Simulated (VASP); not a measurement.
Wanted: the native input for a VASP 6.6.1 run.

```
Task                   : single point
Functional             : PBEsol
Potentials or basis    : VASP PAW PBE potentials, release 64 (Ta_pv, N)
Cutoff                 : 520 eV
k mesh                 : 18 × 18 × 18
Occupations            : gaussian, width 0.15 eV
Spin                   : no spin polarisation
Dipole correction      : no
Further INCAR settings : ALGO = Normal; EDIFF = 1e-06; NBANDS = 15
```

The structure of TaN lies in POSCAR:

```
TaN
1.0
    0.0000000000      2.1874436400      2.2458483852
    2.1874436400      0.0000000000      2.2458483852
    2.1874436400      2.1874436400      0.0000000000
Ta N
1 1
Direct
    0.5000000000      0.5000000000      0.5000000000
    0.0000000000      0.0000000000      0.0000000000
```

This cell differs from its parent crystal: engineering shear strain xz +0.0000, normal strain along z +0.0267.

The input as run:

INCAR

```
SYSTEM = TaN
ALGO = Normal
EDIFF = 1E-6
ENCUT = 520
GGA = PS
ISIF = 2
ISMEAR = 0
LASPH = .True.
LCHARG = .False.
LREAL = .False.
LWAVE = .False.
NBANDS = 15
NELM = 80
PREC = Accurate
SIGMA = 0.15
```

KPOINTS

```
k-points
0
Gamma
  18 18 18
  0 0 0
```

Potentials or basis: VASP PAW PBE potentials, release 64 (Ta_pv, N).

Run with:

```console
$ cat potpaw_PBE.64/Ta_pv/POTCAR potpaw_PBE.64/N/POTCAR > POTCAR
$ mpirun -np 1 vasp_std > vasp.out
```

It gave:

The pressure is -7.3 GPa and the band gap on the k mesh is zero (bands 8 and 9 overlap by 3.78 eV).

Caveat: the cell differs from its parent crystal (engineering shear strain xz +0.0000, normal strain along z +0.0267); the cell stands under tension; the PAW data sets were made with another functional, which shifts forces and pressure a little; spin-orbit coupling is left out, which moves the levels of the heavy elements.

It took 38 s on 1 thread of Intel(R) Xeon(R) 6975P-C (Granite Rapids), on a shared host, peak memory 0.27 GiB.
